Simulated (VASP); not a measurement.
Here is a VASP 6.6.1 calculation.

Contents of INCAR:

```
  PREC = Accurate
  ENCUT = 520
  EDIFF = 1E-6
  ISMEAR = 0
  SIGMA = 0.015
  LREAL = F
  LASPH = T
  NELM = 150
  ALGO = Normal
  ISIF = 2
  LWAVE = F
  LCHARG = F
  ISPIN = 2
  MAGMOM = 1
  LORBIT = 11
  LMAXMIX = 4
  GGA = PE
  NBANDS = 15
```

The input KPOINTS:

```
Automatic mesh
0
Gamma
  13 13 13
```

Contents of POSCAR:

```
Ni
1.0
    0.0000000000      1.7375729330      1.7375729330
    1.7375729330      0.0000000000      1.7375729330
    1.7375729330      1.7375729330      0.0000000000
Ni
1
Direct
    0.0000000000      0.0000000000      0.0000000000
```

Potentials or basis: VASP PAW PBE potentials, release 64 (Ni).

Launch:

```bash
$ cat potpaw_PBE.64/Ni/POTCAR > POTCAR
$ mpirun -np 1 vasp_std > vasp.out
```

Q: What does it give for the pressure?

A: 7.7 GPa.

Q: What does it give for the site moments?

A: Ni +0.63 μB.
